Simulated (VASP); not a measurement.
Runs of VASP 6.6.1 on Ni. The structure is that of space group P6/mmm (No. 191), or close to it. The cells are those of the table. 

```csv
cell,k mesh,gap on the mesh (eV),pressure (GPa),moment (μB)
"a = 3.777, b = 3.777, c = 2.284 Å, angles 90.0, 90.0, 120.0°, 3 atoms",11 × 11 × 15,none,23.8,1.40
"a = 3.722, b = 3.722, c = 2.251 Å, angles 90.0, 90.0, 120.0°, 3 atoms",11 × 11 × 15,none,(a),1.30
"a = 3.884, b = 3.884, c = 2.349 Å, angles 90.0, 90.0, 120.0°, 3 atoms",9 × 9 × 13,none,-0.3,(b)
"a = 3.831, b = 3.831, c = 2.317 Å, angles 90.0, 90.0, 120.0°, 3 atoms",11 × 11 × 15,none,10.3,(c)
```

Alike in all rows: task single point; level LDA; potentials or basis VASP PAW LDA potentials, release 64 (Ni); spin collinear, ferromagnetic start; cutoff (eV) 520; smearing fermi-dirac 0.05 eV.

Problem. Fill in the values left out.

Solution. (a) 41.0; (b) 1.64; (c) 1.51.

A gap of «none» marks levels without a gap at the run's occupations.
